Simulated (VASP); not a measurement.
# GeMo2 (Fm-3m) in VASP: notebook, part 3 of 3

VASP 6.6.1.

## 4. Relaxation of cell and atoms, PBE

This run uses another cell than the first one, of 18.19 Å³/atom, 1.038 times its volume.

The input, INCAR:

```
SYSTEM = GeMo2
ALGO     = Normal         ! electronic algorithm
EDIFF    = 1E-6           ! SCF threshold, eV
EDIFFG   = -0.04          ! ionic threshold
ENCUT    = 600            ! plane-wave cutoff, eV
GGA      = PE             ! functional
IBRION   = 2              ! ionic algorithm
ISIF     = 3              ! what is computed and relaxed
ISMEAR   = 0              ! smearing method
LASPH    = .True.         ! aspherical terms in the spheres
LCHARG   = .False.        ! write CHGCAR
LREAL    = .False.        ! projectors in reciprocal space
LWAVE    = .False.        ! write WAVECAR
NELM     = 100            ! most SCF steps
NSW      = 90             ! ionic steps
PREC     = Accurate       ! precision mode
SIGMA    = 0.1            ! smearing width, eV
```

The input, KPOINTS:

```
k-points
0
Gamma
  6 6 6
  0 0 0
```

The input, POSCAR:

```
GeMo2
1.0
    0.0000000000      3.0103493600      3.0103493600
    3.0103493600      0.0000000000      3.0103493600
    3.0103493600      3.0103493600      0.0000000000
Ge Mo
1 2
Direct
    0.5000000000      0.5000000000      0.5000000000
    0.2500000000      0.2500000000      0.2500000000
    0.7500000000      0.7500000000      0.7500000000
```

Launch:

```
cat potpaw_PBE.64/Ge_d/POTCAR potpaw_PBE.64/Mo_sv/POTCAR > POTCAR
mpirun -np 1 vasp_std > vasp.out
```

Run time: 72 s. Hardware: 1 thread of AMD EPYC 7R43 (Zen 3), shared host; peak memory 0.19 GiB.

The run converged. Its results:

| Item | Value |
| --- | --- |
| Free energy | -24.5718 eV |
| Relaxed volume | 17.57 Å³/atom |
| Relaxed cell | a = 4.209 Å, b = 4.209 Å, c = 4.209 Å, α = 60.00°, β = 60.00°, γ = 60.00° |
| Space group after relaxing (to 0.05 Å) | Fm-3m (No. 225) |
| Energy gained by relaxing | 11.7 meV/atom |
| Ionic steps | 3 |
| Pressure after relaxing | -0.3 GPa |
| Band gap on the k mesh | zero (band 21 reaches 11.14 eV, above the bottom of band 22 at 9.12 eV) |

Step by step:
```
step  energy change (eV)  largest force (eV/Å)  pressure (GPa)  volume (Å³)
   1              0.0000                0.0000           -5.76        54.56
   2              0.0788                0.0000           12.35        49.56
   3             -0.0350                0.0000           -0.28        52.71
```

Final structure:
```xyz
3
Lattice="0.0000 2.9759 2.9759 2.9759 0.0000 2.9759 2.9759 2.9759 0.0000" Properties=species:S:1:pos:R:3 pbc="T T T"
Ge    2.9759    2.9759    2.9759
Mo    1.4880    1.4880    1.4880
Mo    4.4639    4.4639    4.4639
```

Levels at points of the mesh, in eV from the Fermi level:
| k point | band 17 | band 18 | band 19 | band 20 | band 21 | band 22 | band 23 | band 24 | band 25 |
| --- | --- | --- | --- | --- | --- | --- | --- | --- | --- |
| (0.00, 0.00, 0.00) | -4.66 | -3.17 | -3.17 | 1.64 | 1.64 | 1.64 | 2.14 | 3.34 | 3.34 |
| (0.50, 0.00, 0.00) | -3.49 | -1.36 | -1.36 | -0.61 | -0.39 | -0.39 | -0.34 | -0.34 | 0.30 |
| (0.50, 0.50, 0.00) | -2.52 | -2.36 | -2.21 | -2.21 | 0.05 | 0.05 | 0.90 | 0.90 | 1.85 |

## 5. Single point, PBE, collinear spin, ferromagnetic start

The input, INCAR:

```
SYSTEM = GeMo2
PREC     = Accurate       ! precision mode
ENCUT    = 520            ! plane-wave cutoff, eV
EDIFF    = 1E-6           ! SCF threshold, eV
ISMEAR   = 0              ! smearing method
SIGMA    = 0.1            ! smearing width, eV
LREAL    = .False.        ! projectors in reciprocal space
LASPH    = .True.         ! aspherical terms in the spheres
NELM     = 150            ! most SCF steps
ALGO     = Normal         ! electronic algorithm
ISIF     = 2              ! what is computed and relaxed
LWAVE    = .False.        ! write WAVECAR
LCHARG   = .False.        ! write CHGCAR
ISPIN    = 2              ! spin polarisation
MAGMOM   = 0 1 1          ! initial moments
LORBIT   = 11             ! projections on sites
LMAXMIX  = 4              ! l up to which the mixer works
GGA      = PE             ! functional
NBANDS   = 32             ! bands
```

The input, KPOINTS:

```
Automatic mesh
0
Gamma
  6 6 6
  0 0 0
```

The input, POSCAR:

```
GeMo2
1.0
    0.0000000000      2.9735457677      2.9735457677
    2.9735457677      0.0000000000      2.9735457677
    2.9735457677      2.9735457677      0.0000000000
Ge Mo
1 2
Direct
    0.5000000000      0.5000000000      0.5000000000
    0.2500000000      0.2500000000      0.2500000000
    0.7500000000      0.7500000000      0.7500000000
```

Potentials or basis: VASP PAW PBE potentials, release 64 (Ge_d, Mo_sv).

Launch:

```
cat potpaw_PBE.64/Ge_d/POTCAR potpaw_PBE.64/Mo_sv/POTCAR > POTCAR
mpirun -np 1 vasp_std > vasp.out
```

OUTCAR:

```text
SYSTEM = GeMo2
   PREC = Accurate
   ENCUT = 520
   EDIFF = 1E-6
   ISMEAR = 0
   LREAL = .False.
   LASPH = .True.
   NELM = 150
   ISIF = 2
   ISPIN = 2
   LORBIT = 11
   GGA = PE

 ion  position               nearest neighbor table
   1  0.500  0.500  0.500-   2 2.58   2 2.58   2 2.58   2 2.58   3 2.58   3 2.58   3 2.58   3 2.58

   2  0.250  0.250  0.250-   1 2.58   1 2.58   1 2.58   1 2.58   3 2.97   3 2.97   3 2.97   3 2.97
                             3 2.97   3 2.97
   3  0.750  0.750  0.750-   1 2.58   1 2.58   1 2.58   1 2.58   2 2.97   2 2.97   2 2.97   2 2.97
                             2 2.97   2 2.97

[... 1334 lines left out ...]
  energy-cutoff  :      520.00
  volume of cell :       52.58
      direct lattice vectors                 reciprocal lattice vectors
     0.000000000  2.973545768  2.973545768    -0.168149421  0.168149421  0.168149421
     2.973545768  0.000000000  2.973545768     0.168149421 -0.168149421  0.168149421
     2.973545768  2.973545768  0.000000000     0.168149421  0.168149421 -0.168149421

 POSITION                                       TOTAL-FORCE (eV/Angst)
 -----------------------------------------------------------------------------------
      2.97355      2.97355      2.97355         0.000000      0.000000      0.000000
      1.48677      1.48677      1.48677         0.000000      0.000000      0.000000
      4.46032      4.46032      4.46032        -0.000000     -0.000000     -0.000000
 -----------------------------------------------------------------------------------
    total drift:                               -0.000000     -0.000000      0.000000

  FREE ENERGIE OF THE ION-ELECTRON SYSTEM (eV)
  ---------------------------------------------------
  free  energy   TOTEN  =       -24.5741715287 eV

  energy  without entropy=      -24.5525788274  energy(sigma->0) =      -24.56337518

 total charge

# of ion       s       p       d       tot
------------------------------------------
    1        1.105   1.490  10.115  12.710
    2        2.290   6.135   3.961  12.387
    3        2.290   6.135   3.961  12.387
--------------------------------------------------
tot          5.686  13.761  18.038  37.484

 magnetization (x)

# of ion       s       p       d       tot
------------------------------------------
    1       -0.005  -0.002   0.017   0.010
    2        0.006   0.003   0.391   0.400
    3        0.006   0.003   0.391   0.400
--------------------------------------------------
tot          0.008   0.004   0.799   0.810
```

stdout:

```text
POSCAR found type information on POSCAR GeMo
 POSCAR found :  2 types and       3 ions
 scaLAPACK will be used
 LDA part: xc-table for (Slater+PW92), standard interpolation
 POSCAR, INCAR and KPOINTS ok, starting setup
 FFT: planning ... GRIDC
 FFT: planning ... GRID_SOFT
 FFT: planning ... GRID
 WAVECAR not read
 entering main loop
```

It took 56 s on 1 thread of AMD EPYC 7R43 (Zen 3), shared host; peak memory 0.18 GiB.

What came out:

| Item | Value |
| --- | --- |
| Free energy | -24.5742 eV |
| Pressure | 0.7 GPa |
| Net moment | 0.90 μB per cell |
| Site moments | Ge +0.01; Mo +0.40 μB |
| Valence electrons inside the program's atomic spheres | Ge 12.71; Mo 12.39 |

Levels at points of the mesh, in eV from the Fermi level:
Spin up:
```tsv
k point	band 20	band 21	band 22	band 23	band 24	band 25
(0.00, 0.00, 0.00)	1.46	1.46	1.46	2.11	3.28	3.28
(0.50, 0.00, 0.00)	-0.75	-0.48	-0.48	-0.47	-0.47	0.18
(0.50, 0.50, 0.00)	-2.29	-0.11	-0.11	0.79	0.79	1.67
```
Spin down:
```tsv
k point	band 18	band 19	band 20	band 21	band 22	band 23
(0.00, 0.00, 0.00)	-3.09	-3.09	1.87	1.87	1.87	2.22
(0.50, 0.00, 0.00)	-1.24	-1.24	-0.42	-0.25	-0.25	-0.16
(0.50, 0.50, 0.00)	-2.26	-2.11	-2.11	0.27	0.27	1.05
```

## 6. Overview

```csv
task,spin,cell,cutoff (eV),gap on the mesh (eV),pressure (GPa)
single point,off,"a = 4.205 Å, angles 60.0°, 3 atoms",520,none,0.4
single point,off,"a = 4.257 Å, angles 60.0°, 3 atoms",520,none,-5.7
relaxation of cell and atoms,off,"relaxed from a = 4.257 Å, angles 60.0°, 3 atoms",600,none,-0.3
single point,"collinear, ferromagnetic start","a = 4.205 Å, angles 60.0°, 3 atoms",520,none,0.7
```

Alike in all rows: level PBE; potentials or basis VASP PAW PBE potentials, release 64 (Ge_d, Mo_sv); k mesh 6 × 6 × 6; smearing gaussian 0.1 eV.

Absolute energies hang on the potentials; compare differences alone.
